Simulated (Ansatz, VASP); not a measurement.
**Se in VASP and in Ansatz**

```
Se
1.0
     4.18557    0.00000    0.00000
    -2.09278    3.62481    0.00000
     0.00000    0.00000    4.42917
Se
3
Direct
  0.19674 0.00000 0.33333
  0.00000 0.19674 0.66667
  0.80326 0.80326 0.00000
```

Alike in both runs: task single point; functional PBEsol; dispersion D3(BJ); k mesh 12 × 12 × 8; occupations gaussian, width 0.03 eV; no spin polarisation.

|  | VASP | Ansatz |
| --- | --- | --- |
| version | VASP 6.6.1 | Ansatz 0.2.0 |
| potentials or method | VASP PAW PBE potentials, release 64 (Se), cutoff 520 eV | scalar-relativistic, plane waves, PAW |
| valence electrons in the cell | 18 | 48 |

VASP gave:

| Property | Result |
| --- | --- |
| gap on the k mesh at the Fermi level (eV) | 1.25 |
| least direct gap on the mesh (eV) | 1.66 |
| rms of the force components (eV/Å) | 5.018 |

Q: Estimate Ansatz's values.

A: gap on the k mesh at the Fermi level (eV): 1.27; least direct gap on the mesh (eV): 1.70; rms of the force components (eV/Å): 4.869.

VASP's potentials were made for PBE, not for PBEsol. Atom by atom the forces differ by 0.148 eV/Å (rms over components). VASP's potentials hold 18 valence electrons a cell and Ansatz's 48, so a difference there can come from the potentials and not from the codes.
